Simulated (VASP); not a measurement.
# WC (Amm2) in VASP: a series of runs

The runs below take WC through single point, with PBEsol.

All numbers are computed with VASP 6.6.1; they aren't measurements. Logs are shortened: lines on timing, memory, paths and dates and some standing lists are left out, and cuts for length are marked.

### Step 1. The cell of the first run

Symmetry: Amm2, No. 38, orthorhombic system. Conventional cell: a = 2.829 Å, b = 2.842 Å, c = 5.124 Å, α = 90.00°, β = 90.00°, γ = 90.00°. Within 3.0 Å of W (site symmetry mm2) lie 6 C at 2.18 to 2.22 Å and 8 W at 2.83 to 2.93 Å. C (site symmetry mm2) has 6 W at 2.18 to 2.22 Å and 8 C at 2.83 to 2.93 Å within 3.0 Å.

### Step 2. Single point, PBEsol (strain -0.0200 x Voigt [1, -1, 0, 0, 0, 0])

The input, INCAR:

```
PREC     = Accurate       # precision mode
ENCUT    = 520            # plane-wave cutoff, eV
EDIFF    = 1E-7           # SCF threshold, eV
ISMEAR   = 0              # smearing method
SIGMA    = 0.15           # smearing width, eV
LREAL    = F              # projectors in reciprocal space
LASPH    = T              # aspherical terms in the spheres
NELM     = 60             # most SCF steps
ALGO     = Normal         # electronic algorithm
ISIF     = 2              # what is computed and relaxed
LWAVE    = F              # write WAVECAR
LCHARG   = T              # write CHGCAR
GGA      = PS             # functional
LELF     = T              # ELF
LVHAR    = T            
NBANDS   = 16             # bands
```

The input, KPOINTS:

```
Automatic mesh
0
Gamma
  18 18 16
```

The input, POSCAR:

```
WC
1.0
    2.8424914073      0.0000000000      0.0000000000
   -1.4212457036      2.5621460858      0.0000000000
    0.0000000000      0.0000000000      2.8290000000
W C
1 1
Direct
    0.0000000000      0.0000000000      0.0000000000
    0.6666666667      0.3333333333      0.5000000000
```

Potentials or basis: VASP PAW PBE potentials, release 64 (W_sv, C).

On the command line:

```bash
$ cat potpaw_PBE.64/W_sv/POTCAR potpaw_PBE.64/C/POTCAR > POTCAR
$ mpirun -np 1 vasp_std > vasp.out
```

OUTCAR:

```text
PREC = Accurate
   ENCUT = 520
   EDIFF = 1E-7
   ISMEAR = 0
   LREAL = F
   LASPH = T
   NELM = 60
   ISIF = 2
   GGA = PS

 ion  position               nearest neighbor table
   1  0.000  0.000  0.000-   2 2.18   2 2.18   2 2.18   2 2.18   2 2.22   2 2.22
   2  0.667  0.333  0.500-   1 2.18   1 2.18   1 2.18   1 2.18   1 2.22   1 2.22

  LATTYP: Found a base centered orthorhombic cell.
 ALAT       =     2.8424914073
 B/A-ratio  =     1.8027467589
 C/A-ratio  =     0.9952536682

  Lattice vectors:

 A1 = (   1.4212457036,  -2.5621460858,   0.0000000000)
 A2 = (   1.4212457037,   2.5621460858,   0.0000000000)
 A3 = (   0.0000000000,   0.0000000000,   2.8290000000)

Analysis of symmetry for initial positions (statically):
=====================================================================
 Subroutine PRICEL returns:
 Original cell was already a primitive cell.

 Routine SETGRP: Setting up the symmetry group for a
 base centered orthorhombic supercell.

 Subroutine GETGRP returns: Found  4 space group operations
 (whereof  4 operations were pure point group operations)
 out of a pool of  8 trial point group operations.

The static configuration has the point symmetry C_2v.

Analysis of symmetry for dynamics (positions and initial velocities):
=====================================================================
 Subroutine PRICEL returns:
 Original cell was already a primitive cell.

 Routine SETGRP: Setting up the symmetry group for a
 base centered orthorhombic supercell.

 Subroutine GETGRP returns: Found  4 space group operations
 (whereof  4 operations were pure point group operations)
 out of a pool of  8 trial point group operations.

The dynamic configuration has the point symmetry C_2v.

 Subroutine INISYM returns: Found  4 space group operations
 (whereof  4 operations are pure point group operations),
 and found     1 'primitive' translations

----------------------------------------------------------------------------------------

                                     Primitive cell

  volume of cell :      20.6033

  direct lattice vectors                    reciprocal lattice vectors
     2.842491407  0.000000000  0.000000000     0.351804054  0.195148904  0.000000000
    -1.421245704  2.562146086  0.000000000     0.000000000  0.390297808  0.000000000
     0.000000000  0.000000000  2.829000000     0.000000000  0.000000000  0.353481796

  length of vectors
     2.842491407  2.929937186  2.829000000     0.402304843  0.390297808  0.353481796

  position of ions in fractional coordinates (direct lattice)
     0.000000000  0.000000000  0.000000000
     0.666666667  0.333333333  0.500000000

  ion indices of the primitive-cell ions
   primitive index   ion index
                 1           1
                 2           2

----------------------------------------------------------------------------------------

 KPOINTS: Automatic mesh

Automatic generation of k-mesh.
 Grid dimensions read from file:
 generate k-points for:   18   18   16

 Generating k-lattice:

  Cartesian coordinates                     Fractional coordinates (reciprocal lattice)
     0.019544670  0.010841606  0.000000000     0.055555556  0.000000000  0.000000000
     0.000000000  0.021683212  0.000000000     0.000000000  0.055555556  0.000000000
     0.000000000  0.000000000  0.022092612     0.000000000  0.000000000  0.062500000

  Length of vectors
     0.022350269  0.021683212  0.022092612

  Shift w.r.t. Gamma in fractional coordinates (k-lattice)
     0.000000000  0.000000000  0.000000000

 Subroutine IBZKPT returns following result:
 ===========================================

 Found    819 irreducible k-points:

 Following reciprocal coordinates:
            Coordinates               Weight
  0.000000  0.000000  0.000000      1.000000
  0.055556  0.000000  0.000000      4.000000
  0.111111  0.000000  0.000000      4.000000
  0.166667  0.000000  0.000000      4.000000
  0.222222  0.000000  0.000000      4.000000
  0.277778  0.000000  0.000000      4.000000
[... 16 lines left out ...]
 -0.333333  0.055556  0.000000      4.000000
 -0.277778  0.055556  0.000000      4.000000
 [... further k-points ...]
   k-points           NKPTS =    819   k-points in BZ     NKDIM =    819   number of bands    NBANDS=     16
   number of dos      NEDOS =    301   number of ions     NIONS =      2
   total plane-waves  NPLWV =  13824
   dimension x,y,z NGX =    24 NGY =   24 NGZ =   24
   dimension x,y,z NGXF=    48 NGYF=   48 NGZF=   48
   ions per type =               1   1
   NGX,Y,Z   is equivalent  to a cutoff of  14.04, 13.62, 14.10 a.u.
   NGXF,Y,Z  is equivalent  to a cutoff of  28.07, 27.24, 28.21 a.u.
 SYSTEM =  unknown system
   PREC   = accura    normal or accurate (medium, high low for compatibility)
   ISTART =      0    job   : 0-new  1-cont  2-samecut
   ICHARG =      2    charge: 1-file 2-atom 10-const
   ISPIN  =      1    spin polarized calculation?
   LNONCOLLINEAR =      F non collinear calculations
   LSORBIT =      F    spin-orbit coupling
   LASPH  =      T    aspherical Exc in radial PAW
   ENCUT  =  520.0 eV  38.22 Ry    6.18 a.u.   5.29  5.45  5.26*2*pi/ulx,y,z
   NELM   =     60;   NELMIN=  2; NELMDL= -5     # of ELM steps
   EDIFF  = 0.1E-06   stopping-criterion for ELM
   LREAL  =      F    real-space projection
   EDIFFG = 0.1E-05   stopping-criterion for IOM
   NSW    =      0    number of steps for IOM
   IBRION =     -1    ionic relax: 0-MD 1-quasi-New 2-CG
   NFREE  =      0    steps in history (QN), initial steepest desc. (CG)
   ISIF   =      2    stress and relaxation
   ISYM   =      2    0-nonsym 1-usesym 2-fastsym
   POTIM  = 0.5000    time-step for ionic-motion
   TEBEG  =    0.0;   TEEND  =   0.0 temperature during run
   PSTRESS=    0.0 pullay stress
   NELECT =      18.0000    total number of electrons
   NUPDOWN=      -1.0000    fix difference up-down
   EMIN   =  10.00;   EMAX   =-10.00  energy-range for DOS
   EFERMI =   0.00;   METHOD = LEGACY
   ISMEAR =     0;   SIGMA  =   0.15  broadening in eV -4-tet -1-fermi 0-gaus
   EFERMI_NEDOS =   21; number of points for ismear=-14 and -15
   IALGO  =     38    algorithm
   IMIX   =      4    mixing-type and parameters
     AMIX     =   0.40;   BMIX     =  1.00
     AMIX_MAG =   1.60;   BMIX_MAG =  1.00
  volume/ion in A,a.u.               =      10.30        69.52
  Fermi-wavevector in a.u.,A,eV,Ry     =   1.565022  2.957462 33.324649  2.449293
  Thomas-Fermi vector in A             =   2.667559
   LORBIT       =      0    0 simple, 1 ext, 2 COOP (PROOUT), +10 PAW based schemes
   GGA     = PS    functional components
   LHFCALC =     F    Hartree Fock is set to
   AEXX    =    0.0000 exact exchange contribution
   IVDW    =     0    specifies the selected vdW correction
   LEPSILON=     F    determine dielectric tensor
   LRPA    =     F    only Hartree local field effects (RPA)
 non-spin polarized calculation
 Gauss-broadening in eV      SIGMA  =   0.15
  energy-cutoff  :      520.00
  volume of cell :       20.60
 maximum number of plane-waves:       570
 NGX is ok and might be reduce to    24
   NGX = 11   NGY = 11   NGZ = 11

 number of electron      18.0000000 magnetization

 Free energy of the ion-electron system (eV)
  ---------------------------------------------------
  ext. energy  EPLUGINS =         0.00000000
  ---------------------------------------------------
  free energy    TOTEN  =       -23.87422534 eV

  energy without entropy =      -23.87108137  energy(sigma->0) =      -23.87265335

 E-fermi :  11.0555     XC(G=0): -13.9669

 val. band max:       11.0532889357   @ k =   0.0000   0.5000   0.5000
 cond. band min:      11.0561886519   @ k =   0.4444   0.1111   0.5000
 fundamental gap:      0.0028997162
 Fermi energy:        11.0554741621

 k-point     1 :       0.0000    0.0000    0.0000
  band No.  band energies     occupation
      1     -62.8826      2.00000
      2     -26.8684      2.00000
      3     -26.8072      2.00000
      4     -26.7183      2.00000
      5      -3.4466      2.00000
      6       6.6447      2.00000
[... 8 lines left out ...]
     15      25.4124      0.00000
     16      27.4445      0.00000

 k-point     2 :       0.0556    0.0000    0.0000
  band No.  band energies     occupation
      1     -62.8806      2.00000
      2     -26.8647      2.00000
      3     -26.8180      2.00000
      4     -26.7423      2.00000
      5      -3.3617      2.00000
      6       6.6785      2.00000
[... 8 lines left out ...]
     15      25.2187      0.00000
     16      27.6644      0.00000

 k-point     3 :       0.1111    0.0000    0.0000
  band No.  band energies     occupation
      1     -62.8749      2.00000
      2     -26.8644      2.00000
      3     -26.8542      2.00000
      4     -26.7950      2.00000
      5      -3.1138      2.00000
      6       6.6779      2.00000
[... 8 lines left out ...]
     15      24.8927      0.00000
     16      28.2186      0.00000

 k-point     4 :       0.1667    0.0000    0.0000
  band No.  band energies     occupation
      1     -62.8662      2.00000
      2     -26.9724      2.00000
      3     -26.8380      2.00000
      4     -26.8371      2.00000
      5      -2.7227      2.00000
      6       6.3480      2.00000
[... 8 lines left out ...]
     15      24.7257      0.00000
     16      29.0159      0.00000
[... 324 lines left out ...]
 k-point    22 :      -0.3889    0.0556    0.0000
  band No.  band energies     occupation
      1     -62.8274      2.00000
      2     -27.4772      2.00000
      3     -26.9704      2.00000
      4     -26.7657      2.00000
      5      -0.7125      2.00000
      6       4.4979      2.00000
[... 8 lines left out ...]
     15      25.9436      0.00000
     16      27.9196      0.00000

 k-point    23 :      -0.3333    0.0556    0.0000
  band No.  band energies     occupation
      1     -62.8369      2.00000
      2     -27.3549      2.00000
      3     -26.9379      2.00000
      4     -26.7836      2.00000
      5      -1.2831      2.00000
      6       4.9380      2.00000
[... 8 lines left out ...]
     15      25.8688      0.00000
     16      28.5247      0.00000

 k-point    24 :      -0.2778    0.0556    0.0000
  band No.  band energies     occupation
      1     -62.8479      2.00000
      2     -27.2102      2.00000
      3     -26.9020      2.00000
      4     -26.8042      2.00000
      5      -1.8710      2.00000
      6       5.4740      2.00000
[... 8 lines left out ...]
     15      25.1474      0.00000
     16      29.2507      0.00000

 [... further k-points ...]

------------------------ aborting loop because EDIFF is reached ----------------------------------------

  FORCE on cell =-STRESS in cart. coord.  units (eV):
  Direction    XX          YY          ZZ          XY          YZ          ZX
  --------------------------------------------------------------------------------------
  -------------------------------------------------------------------------------------
  Total        1.5152783     -1.2309134      0.1084683     -0.0000000      0.0000000      0.0000000
  in kB      117.8330127    -95.7198646      8.4348531     -0.0000000      0.0000000      0.0000000
  external PRESSURE =      10.1826671 kB  Pullay stress =       0.0000000 kB

 VOLUME and BASIS-vectors are now :
 -----------------------------------------------------------------------------
  energy-cutoff  :      520.00
  volume of cell :       20.60
      direct lattice vectors                 reciprocal lattice vectors
     2.842491407  0.000000000  0.000000000     0.351804054  0.195148904  0.000000000
    -1.421245704  2.562146086  0.000000000     0.000000000  0.390297808  0.000000000
     0.000000000  0.000000000  2.829000000     0.000000000  0.000000000  0.353481796

 POSITION                                       TOTAL-FORCE (eV/Angst)
 -----------------------------------------------------------------------------------
      0.00000      0.00000      0.00000        -0.000000     -0.209548      0.000000
      1.42125      0.85405      1.41450         0.000000      0.209548      0.000000
 -----------------------------------------------------------------------------------
    total drift:                               -0.000000     -0.000029      0.000000

  FREE ENERGIE OF THE ION-ELECTRON SYSTEM (eV)
  ---------------------------------------------------
  free  energy   TOTEN  =       -23.8742253389 eV

  energy  without entropy=      -23.8710813708  energy(sigma->0) =      -23.87265335
```

Wall time 70 s (1 thread of Intel Xeon 6975P-C (Granite Rapids), shared host); peak memory 0.36 GiB.

Results:

```
Free energy            : -23.8742 eV
Pressure               : 1.0 GPa
Largest force          : 0.210 eV/Å
Band gap on the k mesh : zero (bands 9 and 10 overlap by 1.35 eV)
```

Forces in eV/Å, atoms in the order of the input:
```
W    0.000 -0.210  0.000
C    0.000  0.210  0.000
```

Levels at points of the mesh, in eV from the Fermi level:
| k point | band 7 | band 8 | band 9 | band 10 | band 11 | band 12 |
| --- | --- | --- | --- | --- | --- | --- |
| (0.00, 0.00, 0.00) | -3.69 | -3.04 | 0.08 | 3.18 | 3.34 | 5.46 |
| (0.50, 0.00, 0.00) | -3.67 | -3.59 | -0.58 | 2.24 | 4.33 | 5.19 |
| (0.00, 0.50, 0.00) | -3.74 | -3.65 | -0.22 | 2.56 | 4.55 | 4.87 |
| (0.00, 0.00, 0.50) | -2.15 | -1.94 | -1.01 | -0.23 | 3.71 | 4.27 |
| (0.50, 0.00, 0.50) | -4.56 | -4.18 | 0.43 | 4.43 | 5.48 | 6.62 |
| (0.00, 0.50, 0.50) | -4.23 | -4.04 | 0.00 | 4.35 | 5.26 | 6.84 |

Caveat: the cell differs from its parent crystal (strain -0.0200 x Voigt [1, -1, 0, 0, 0, 0]); the PAW data sets were made with another functional, which shifts forces and pressure a little; spin-orbit coupling is left out, which moves the levels of the heavy elements.

### Step 3. Single point, PBEsol (strain +0.0150 x Voigt [1, -1, 0, 0, 0, 0])

The input, INCAR:

```
SYSTEM = WC
PREC     = Accurate       ! precision mode
ENCUT    = 520            ! plane-wave cutoff, eV
EDIFF    = 1E-6           ! SCF threshold, eV
ISMEAR   = 0              ! smearing method
SIGMA    = 0.15           ! smearing width, eV
LREAL    = .FALSE.        ! projectors in reciprocal space
LASPH    = .TRUE.         ! aspherical terms in the spheres
NELM     = 100            ! most SCF steps
ALGO     = Normal         ! electronic algorithm
ISIF     = 2              ! what is computed and relaxed
LWAVE    = .FALSE.        ! write WAVECAR
LCHARG   = .TRUE.         ! write CHGCAR
GGA      = PS             ! functional
LELF     = .TRUE.         ! ELF
LVHAR    = .TRUE.       
NBANDS   = 16             ! bands
```

The input, KPOINTS:

```
Automatic mesh
0
G
  18 18 16
  0 0 0
```

The input, POSCAR:

```
WC
1.0
    2.9440089575      0.0000000000      0.0000000000
   -1.4720044788      2.4742293084      0.0000000000
    0.0000000000      0.0000000000      2.8290000000
W C
1 1
Direct
    0.0000000000      0.0000000000      0.0000000000
    0.6666666667      0.3333333333      0.5000000000
```

Potentials or basis: VASP PAW PBE potentials, release 64 (W_sv, C).

On the command line:

```bash
$ cat potpaw_PBE.64/W_sv/POTCAR potpaw_PBE.64/C/POTCAR > POTCAR
$ mpirun -np 1 vasp_std > vasp.out
```

Run time: 67 s. Hardware: 1 thread of Intel Xeon 6975P-C (Granite Rapids), shared host; peak memory 0.36 GiB.

It converged, with:

| Item | Value |
| --- | --- |
| Free energy | -23.8865 eV |
| Pressure | 0.8 GPa |
| Largest force | 0.184 eV/Å |
| Band gap on the k mesh | zero (bands 9 and 10 overlap by 1.20 eV) |

Forces in eV/Å, atoms in the order of the input:
```
W    0.000  0.184  0.000
C    0.000 -0.184  0.000
```

Stress tensor (GPa, compression positive):
```
-6.77  0.00  0.00
 0.00  8.37  0.00
 0.00  0.00  0.80
```

Levels at points of the mesh, in eV from the Fermi level:
```csv
k point,band 5,band 6,band 7,band 8,band 9,band 10,band 11,band 12,band 13,band 14
"(0.00, 0.00, 0.00)",-14.48,-4.38,-3.61,-3.11,0.11,3.20,3.33,5.55,5.82,6.46
"(0.50, 0.00, 0.00)",-11.13,-7.10,-3.66,-3.64,-0.36,2.44,4.42,5.07,6.94,9.72
"(0.00, 0.50, 0.00)",-11.00,-7.03,-3.65,-3.55,-0.63,2.20,4.61,4.97,6.86,9.77
"(0.00, 0.00, 0.50)",-10.37,-8.72,-2.09,-1.97,-0.90,-0.31,3.73,4.35,4.73,10.01
"(0.50, 0.00, 0.50)",-11.32,-6.50,-4.29,-4.14,0.20,4.38,5.38,6.77,9.25,10.08
"(0.00, 0.50, 0.50)",-11.26,-6.53,-4.60,-4.18,0.52,4.58,5.45,6.61,9.34,10.49
```

Caveat: the cell differs from its parent crystal (strain +0.0150 x Voigt [1, -1, 0, 0, 0, 0]); the PAW data sets were made with another functional, which shifts forces and pressure a little; spin-orbit coupling is left out, which moves the levels of the heavy elements.

(Continued in part 2 of 2.)
